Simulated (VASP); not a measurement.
# AlCu3 (P4mm) in VASP: a series of runs

Runs on AlCu3. Level: PBEsol. Tasks: single point.

All numbers are computed with VASP 6.6.1; they aren't measurements. Logs are shortened: lines on timing, memory, paths and dates and some standing lists are left out, and cuts for length are marked.

**1. The cell of the first run**

Symmetry: P4mm, No. 99, tetragonal system. Conventional cell: a = 3.632 Å, b = 3.632 Å, c = 3.632 Å, α = 90.00°, β = 90.00°, γ = 90.00°. Within 3.3 Å of Al (site symmetry 4mm) lie 12 Cu at 2.49 to 2.65 Å. Cu (site symmetry 2mm) has 4 Al at 2.49 to 2.65 Å and 8 Cu at 2.57 Å within 3.3 Å. Cu (site symmetry 4mm) has 8 Cu at 2.57 Å and 4 Al at 2.57 Å within 3.4 Å.

**2. Single point, PBEsol (atom 1 (Al) moved +0.113 Å towards its neighbour atom 1 (Al) at 3.632 Å)**

Input file INCAR:

```
PREC = Accurate
ENCUT = 520
EDIFF = 1E-6
ISMEAR = 0
SIGMA = 0.15
LREAL = False
LASPH = True
NELM = 60
ALGO = Fast
ISIF = 2
LWAVE = False
LCHARG = False
GGA = PS
NBANDS = 26
```

Input file KPOINTS:

```
Automatic mesh
0
Gamma
  14 14 14
```

Input file POSCAR:

```
AlCu3
1.0
    3.6318704096      0.0000000000      0.0000000000
    0.0000000000      3.6318704096      0.0000000000
    0.0000000000      0.0000000000      3.6318704096
Al Cu
1 3
Direct
   -0.0309757748      0.0000000000      0.0000000000
    0.5000000000      0.5000000000      0.0000000000
    0.5000000000      0.0000000000      0.5000000000
    0.0000000000      0.5000000000      0.5000000000
```

Potentials or basis: VASP PAW PBE potentials, release 64 (Al, Cu).

Run with:

```
$ cat potpaw_PBE.64/Al/POTCAR potpaw_PBE.64/Cu/POTCAR > POTCAR
$ mpirun -np 1 vasp_std > vasp.out
```

OUTCAR:

```text
PREC = Accurate
   ENCUT = 520
   EDIFF = 1E-6
   ISMEAR = 0
   LREAL = False
   LASPH = True
   NELM = 60
   ISIF = 2
   GGA = PS

 ion  position               nearest neighbor table
   1  0.969  0.000  0.000-   2 2.49   3 2.49   3 2.49   2 2.49   4 2.57   4 2.57   4 2.57   4 2.57
                             2 2.65   3 2.65   3 2.65   2 2.65
   2  0.500  0.500  0.000-   1 2.49   1 2.49   4 2.57   3 2.57   4 2.57   3 2.57   3 2.57   3 2.57
                             4 2.57   4 2.57   1 2.65   1 2.65
   3  0.500  0.000  0.500-   1 2.49   1 2.49   4 2.57   2 2.57   2 2.57   2 2.57   4 2.57   2 2.57
                             4 2.57   4 2.57   1 2.65   1 2.65
   4  0.000  0.500  0.500-   2 2.57   3 2.57   2 2.57   3 2.57   2 2.57   3 2.57   2 2.57   3 2.57
                             1 2.57   1 2.57   1 2.57   1 2.57

  LATTYP: Found a simple cubic cell.
 ALAT       =     3.6318704096

  Lattice vectors:

 A1 = (   3.6318704096,   0.0000000000,   0.0000000000)
 A2 = (   0.0000000000,   3.6318704096,   0.0000000000)
 A3 = (   0.0000000000,   0.0000000000,   3.6318704096)

Analysis of symmetry for initial positions (statically):
=====================================================================
 Subroutine PRICEL returns:
 Original cell was already a primitive cell.

 Routine SETGRP: Setting up the symmetry group for a
 simple cubic supercell.

 Subroutine GETGRP returns: Found  8 space group operations
 (whereof  8 operations were pure point group operations)
 out of a pool of 48 trial point group operations.

The static configuration has the point symmetry C_4v.

Analysis of symmetry for dynamics (positions and initial velocities):
=====================================================================
 Subroutine PRICEL returns:
 Original cell was already a primitive cell.

 Routine SETGRP: Setting up the symmetry group for a
 simple cubic supercell.

 Subroutine GETGRP returns: Found  8 space group operations
 (whereof  8 operations were pure point group operations)
 out of a pool of 48 trial point group operations.

The dynamic configuration has the point symmetry C_4v.

 Subroutine INISYM returns: Found  8 space group operations
 (whereof  8 operations are pure point group operations),
 and found     1 'primitive' translations

----------------------------------------------------------------------------------------

                                     Primitive cell

  volume of cell :      47.9061

  direct lattice vectors                    reciprocal lattice vectors
     3.631870410  0.000000000  0.000000000     0.275340221  0.000000000  0.000000000
     0.000000000  3.631870410  0.000000000     0.000000000  0.275340221  0.000000000
     0.000000000  0.000000000  3.631870410     0.000000000  0.000000000  0.275340221

  length of vectors
     3.631870410  3.631870410  3.631870410     0.275340221  0.275340221  0.275340221

  position of ions in fractional coordinates (direct lattice)
     0.969024225  0.000000000  0.000000000
     0.500000000  0.500000000  0.000000000
     0.500000000  0.000000000  0.500000000
     0.000000000  0.500000000  0.500000000

  ion indices of the primitive-cell ions
   primitive index   ion index
                 1           1
                 2           2
                 3           3
                 4           4

----------------------------------------------------------------------------------------

 KPOINTS: Automatic mesh

Automatic generation of k-mesh.
 Grid dimensions read from file:
 generate k-points for:   14   14   14

 Generating k-lattice:

  Cartesian coordinates                     Fractional coordinates (reciprocal lattice)
     0.019667159  0.000000000  0.000000000     0.071428571  0.000000000  0.000000000
     0.000000000  0.019667159  0.000000000     0.000000000  0.071428571  0.000000000
     0.000000000  0.000000000  0.019667159     0.000000000  0.000000000  0.071428571

  Length of vectors
     0.019667159  0.019667159  0.019667159

  Shift w.r.t. Gamma in fractional coordinates (k-lattice)
     0.000000000  0.000000000  0.000000000

 Subroutine IBZKPT returns following result:
 ===========================================

 Found    288 irreducible k-points:

 Following reciprocal coordinates:
            Coordinates               Weight
  0.000000  0.000000  0.000000      1.000000
  0.071429  0.000000  0.000000      2.000000
  0.000000  0.071429  0.000000      4.000000
  0.142857  0.000000  0.000000      2.000000
  0.000000  0.142857  0.000000      4.000000
  0.214286  0.000000  0.000000      2.000000
[... 16 lines left out ...]
  0.071429  0.000000  0.214286      8.000000
  0.285714  0.071429  0.000000      8.000000
 [... further k-points ...]
   k-points           NKPTS =    288   k-points in BZ     NKDIM =    288   number of bands    NBANDS=     26
   number of dos      NEDOS =    301   number of ions     NIONS =      4
   total plane-waves  NPLWV =  21952
   dimension x,y,z NGX =    28 NGY =   28 NGZ =   28
   dimension x,y,z NGXF=    56 NGYF=   56 NGZF=   56
   ions per type =               1   3
   NGX,Y,Z   is equivalent  to a cutoff of  12.82, 12.82, 12.82 a.u.
   NGXF,Y,Z  is equivalent  to a cutoff of  25.63, 25.63, 25.63 a.u.
 SYSTEM =  unknown system
   PREC   = accura    normal or accurate (medium, high low for compatibility)
   ISTART =      0    job   : 0-new  1-cont  2-samecut
   ICHARG =      2    charge: 1-file 2-atom 10-const
   ISPIN  =      1    spin polarized calculation?
   LNONCOLLINEAR =      F non collinear calculations
   LSORBIT =      F    spin-orbit coupling
   LASPH  =      T    aspherical Exc in radial PAW
   ENCUT  =  520.0 eV  38.22 Ry    6.18 a.u.   6.75  6.75  6.75*2*pi/ulx,y,z
   NELM   =     60;   NELMIN=  2; NELMDL= -5     # of ELM steps
   EDIFF  = 0.1E-05   stopping-criterion for ELM
   LREAL  =      F    real-space projection
[... 7 lines left out ...]
   TEBEG  =    0.0;   TEEND  =   0.0 temperature during run
   PSTRESS=    0.0 pullay stress
   NELECT =      36.0000    total number of electrons
   NUPDOWN=      -1.0000    fix difference up-down
   EMIN   =  10.00;   EMAX   =-10.00  energy-range for DOS
   EFERMI =   0.00;   METHOD = LEGACY
   ISMEAR =     0;   SIGMA  =   0.15  broadening in eV -4-tet -1-fermi 0-gaus
   EFERMI_NEDOS =   21; number of points for ismear=-14 and -15
   IALGO  =     68    algorithm
   IMIX   =      4    mixing-type and parameters
     AMIX     =   0.40;   BMIX     =  1.00
     AMIX_MAG =   1.60;   BMIX_MAG =  1.00
  volume/ion in A,a.u.               =      11.98        80.82
  Fermi-wavevector in a.u.,A,eV,Ry     =   1.488374  2.812618 30.140391  2.215256
  Thomas-Fermi vector in A             =   2.601416
   LORBIT       =      0    0 simple, 1 ext, 2 COOP (PROOUT), +10 PAW based schemes
   GGA     = PS    functional components
   LHFCALC =     F    Hartree Fock is set to
   AEXX    =    0.0000 exact exchange contribution
   IVDW    =     0    specifies the selected vdW correction
   LEPSILON=     F    determine dielectric tensor
   LRPA    =     F    only Hartree local field effects (RPA)
 non-spin polarized calculation
 RMM-DIIS sequential band-by-band and
 Gauss-broadening in eV      SIGMA  =   0.15
  energy-cutoff  :      520.00
  volume of cell :       47.91
 maximum number of plane-waves:      1328
 NGX is ok and might be reduce to    28
   NGX = 13   NGY = 13   NGZ = 13

 number of electron      35.9999975 magnetization

 Free energy of the ion-electron system (eV)
  ---------------------------------------------------
  ext. energy  EPLUGINS =         0.00000000
  ---------------------------------------------------
  free energy    TOTEN  =       -17.73316307 eV

  energy without entropy =      -17.71931774  energy(sigma->0) =      -17.72624040

 E-fermi :   8.6385     XC(G=0): -12.4997

 val. band max:        8.6278710291   @ k =   0.0714   0.0714   0.0000
 cond. band min:       8.6413304079   @ k =   0.0714   0.5000   0.2857
 fundamental gap:      0.0134593788
 Fermi energy:         8.6385011004

 k-point     1 :       0.0000    0.0000    0.0000
  band No.  band energies     occupation
      1      -2.0978      2.00000
      2       3.1859      2.00000
      3       3.7367      2.00000
      4       3.7661      2.00000
      5       4.0232      2.00000
      6       4.0257      2.00000
[... 18 lines left out ...]
     25      19.2526      0.00000
     26      20.3889      0.00000

 k-point     2 :       0.0714    0.0000    0.0000
  band No.  band energies     occupation
      1      -2.0383      2.00000
      2       3.2031      2.00000
      3       3.7110      2.00000
      4       3.7982      2.00000
      5       4.0342      2.00000
      6       4.0342      2.00000
[... 18 lines left out ...]
     25      19.0338      0.00000
     26      20.1174      0.00000

 k-point     3 :       0.0000    0.0714    0.0000
  band No.  band energies     occupation
      1      -2.0383      2.00000
      2       3.2024      2.00000
      3       3.7295      2.00000
      4       3.7794      2.00000
      5       4.0300      2.00000
      6       4.0353      2.00000
[... 18 lines left out ...]
     25      19.0149      0.00000
     26      20.0112      0.00000

 k-point     4 :       0.1429    0.0000    0.0000
  band No.  band energies     occupation
      1      -1.8607      2.00000
      2       3.2365      2.00000
      3       3.6327      2.00000
      4       3.8915      2.00000
      5       4.0590      2.00000
      6       4.0590      2.00000
[... 18 lines left out ...]
     25      18.4957      0.00000
     26      19.3918      0.00000
[... 496 lines left out ...]
      1      -1.5083      2.00000
      2       3.1900      2.00000
      3       3.5969      2.00000
      4       3.9964      2.00000
      5       4.0815      2.00000
      6       4.1033      2.00000
[... 18 lines left out ...]
     25      18.1049      0.00000
     26      19.1145      0.00000

 k-point    23 :       0.0714    0.0000    0.2143
  band No.  band energies     occupation
      1      -1.5084      2.00000
      2       3.1898      2.00000
      3       3.5956      2.00000
      4       4.0015      2.00000
      5       4.0735      2.00000
      6       4.1092      2.00000
[... 18 lines left out ...]
     25      18.1141      0.00000
     26      19.2551      0.00000

 k-point    24 :       0.2857    0.0714    0.0000
  band No.  band energies     occupation
      1      -1.1063      2.00000
      2       2.8274      2.00000
      3       3.6374      2.00000
      4       4.1181      2.00000
      5       4.1298      2.00000
      6       4.2211      2.00000
[... 18 lines left out ...]
     25      18.1419      0.00000
     26      18.6219      0.00000

 [... further k-points ...]

------------------------ aborting loop because EDIFF is reached ----------------------------------------

  FORCE on cell =-STRESS in cart. coord.  units (eV):
  Direction    XX          YY          ZZ          XY          YZ          ZX
  --------------------------------------------------------------------------------------
  -------------------------------------------------------------------------------------
  Total        0.4909151      0.5138346      0.5138346      0.0000000      0.0000000      0.0000000
  in kB       16.4182166     17.1847356     17.1847356      0.0000000      0.0000000      0.0000000
  external PRESSURE =      16.9292292 kB  Pullay stress =       0.0000000 kB

 VOLUME and BASIS-vectors are now :
 -----------------------------------------------------------------------------
  energy-cutoff  :      520.00
  volume of cell :       47.91
      direct lattice vectors                 reciprocal lattice vectors
     3.631870410  0.000000000  0.000000000     0.275340221  0.000000000  0.000000000
     0.000000000  3.631870410  0.000000000     0.000000000  0.275340221  0.000000000
     0.000000000  0.000000000  3.631870410     0.000000000  0.000000000  0.275340221

 POSITION                                       TOTAL-FORCE (eV/Angst)
 -----------------------------------------------------------------------------------
      3.51937      0.00000      0.00000         0.832486     -0.000000      0.000000
      1.81594      1.81594      0.00000        -0.400023     -0.000000     -0.000000
      1.81594      0.00000      1.81594        -0.400023     -0.000000     -0.000000
      0.00000      1.81594      1.81594        -0.032440      0.000000     -0.000000
 -----------------------------------------------------------------------------------
    total drift:                               -0.000283      0.000000     -0.000000

  FREE ENERGIE OF THE ION-ELECTRON SYSTEM (eV)
  ---------------------------------------------------
  free  energy   TOTEN  =       -17.7331630651 eV

  energy  without entropy=      -17.7193177395  energy(sigma->0) =      -17.72624040
```

Run time: 5.4 min. Hardware: 1 thread of Intel Xeon Platinum 8259CL at 2.50GHz (Skylake/Cascade Lake), shared host; peak memory 0.38 GiB.

Results:

| Quantity | Value |
| --- | --- |
| Free energy | -17.7332 eV |
| Pressure | 1.7 GPa |
| Largest force | 0.832 eV/Å |
| Band gap on the k mesh | zero (bands 18 and 19 overlap by 5.63 eV) |

Forces on the atoms (eV/Å):
```
Al   0.832  0.000  0.000
Cu  -0.400  0.000  0.000
Cu  -0.400  0.000  0.000
Cu  -0.032  0.000  0.000
```

Caveat: the cell differs from its parent crystal (atom 1 (Al) moved +0.113 Å towards its neighbour atom 1 (Al) at 3.632 Å); the PAW data sets were made with another functional, which shifts forces and pressure a little.

**3. Single point, PBEsol (atom 1 (Al) moved +0.037 Å towards its neighbour atom 1 (Al) at 3.632 Å)**

Input file INCAR:

```
SYSTEM = AlCu3
PREC = Accurate
ENCUT = 520
EDIFF = 1E-7
ISMEAR = 0
SIGMA = 0.15
LREAL = .FALSE.
LASPH = .TRUE.
NELM = 100
ALGO = Fast
ISIF = 2
LWAVE = .FALSE.
LCHARG = .FALSE.
GGA = PS
NBANDS = 26
```

Input file KPOINTS:

```
regular mesh
0
G
  14 14 14
  0 0 0
```

Changes to POSCAR since step 2:

```diff
@@ -8,3 +8,3 @@
 Direct
-   -0.0309757748      0.0000000000      0.0000000000
+   -0.0103252583      0.0000000000      0.0000000000
     0.5000000000      0.5000000000      0.0000000000
```

Potentials or basis: VASP PAW PBE potentials, release 64 (Al, Cu).

Run with:

```
$ cat potpaw_PBE.64/Al/POTCAR potpaw_PBE.64/Cu/POTCAR > POTCAR
$ mpirun -np 1 vasp_std > vasp.out
```

It took 5.9 min on 1 thread of Intel Xeon Platinum 8259CL at 2.50GHz (Skylake/Cascade Lake), shared host; peak memory 0.38 GiB.

Results (log left out):

```
Free energy            : -17.7746 eV
Pressure               : 0.6 GPa
Largest force          : 0.276 eV/Å
Band gap on the k mesh : zero (bands 18 and 19 overlap by 5.64 eV)
```

Forces in eV/Å, atoms in the order of the input:
```
Al   0.276  0.000  0.000
Cu  -0.132  0.000  0.000
Cu  -0.132  0.000  0.000
Cu  -0.011  0.000  0.000
```

Levels at points of the mesh, in eV from the Fermi level:
```csv
k point,band 16,band 17,band 18,band 19,band 20,band 21
"(0.00, 0.00, 0.00)",-2.08,-0.30,-0.30,-0.30,4.39,4.39
"(0.50, 0.00, 0.00)",-2.51,-2.08,3.78,3.78,3.92,3.92
"(0.00, 0.50, 0.00)",-2.51,-2.08,3.80,3.80,3.90,3.90
"(0.50, 0.50, 0.00)",-2.78,-2.38,-1.22,-1.22,6.32,6.44
"(0.00, 0.50, 0.50)",-2.78,-2.37,-1.22,-1.22,6.34,6.44
"(0.50, 0.50, 0.50)",-2.25,-2.25,-2.25,-1.47,1.34,1.76
```

Caveat: the cell differs from its parent crystal (atom 1 (Al) moved +0.037 Å towards its neighbour atom 1 (Al) at 3.632 Å); the PAW data sets were made with another functional, which shifts forces and pressure a little.
